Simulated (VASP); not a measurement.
Here is a VASP 6.6.1 calculation.

File POSCAR:

```
Be2C
1.0
    0.0000000000      2.1604856281      2.1604856281
    2.1604856281      0.0000000000      2.1604856281
    2.1604856281      2.1604856281      0.0000000000
C Be
1 2
Direct
    0.0000000000      0.0000000000      0.0000000000
    0.2500000000      0.2500000000      0.2500000000
    0.7500000000      0.7500000000      0.7500000000
```

File INCAR.step1:

```
PREC     = Accurate       # precision mode
ENCUT    = 660            # plane-wave cutoff, eV
ISMEAR   = 1              # smearing method
SIGMA    = 0.05           # smearing width, eV
LREAL    = False          # projectors in reciprocal space
LASPH    = True           # aspherical terms in the spheres
NELM     = 120            # most SCF steps
NBANDS   = 11             # bands
GGA      = PE             # functional
ALGO     = Normal         # electronic algorithm
EDIFF    = 1E-5           # SCF threshold, eV
LWAVE    = True           # write WAVECAR
LCHARG   = False          # write CHGCAR
GGA_COMPAT= False
```

The input INCAR.step2:

```
PREC     = Accurate       # precision mode
ENCUT    = 660            # plane-wave cutoff, eV
EDIFF    = 1E-6           # SCF threshold, eV
ISMEAR   = 1              # smearing method
SIGMA    = 0.05           # smearing width, eV
LREAL    = False          # projectors in reciprocal space
LASPH    = True           # aspherical terms in the spheres
NELM     = 120            # most SCF steps
ALGO     = Normal         # electronic algorithm
ISIF     = 2              # what is computed and relaxed
LWAVE    = False          # write WAVECAR
LCHARG   = True           # write CHGCAR
METAGGA  = R2SCAN         # meta-GGA
LMIXTAU  = True         
LELF     = True           # ELF
LVHAR    = True         
NBANDS   = 11             # bands
ISTART   = 1            
GGA_COMPAT= False
```

The input KPOINTS:

```
Automatic mesh
0
Gamma
  8 8 8
```

Potentials or basis: VASP PAW PBE potentials, release 64 (C, Be).

Launch:

```bash
$ cat potpaw_PBE.64/C/POTCAR potpaw_PBE.64/Be/POTCAR > POTCAR
$ cp INCAR.step1 INCAR
$ mpirun -np 1 vasp_std > vasp.out
$ cp INCAR.step2 INCAR
$ mpirun -np 1 vasp_std > vasp.out
```

(1) Estimate the pressure.

(2) Estimate the band gap on the k mesh.

Results:

(1) 0.8 GPa.

(2) 1.53 eV, indirect (least direct gap 4.63 eV).

Caveat: the PAW data sets were made with another functional, which shifts forces and pressure a little.
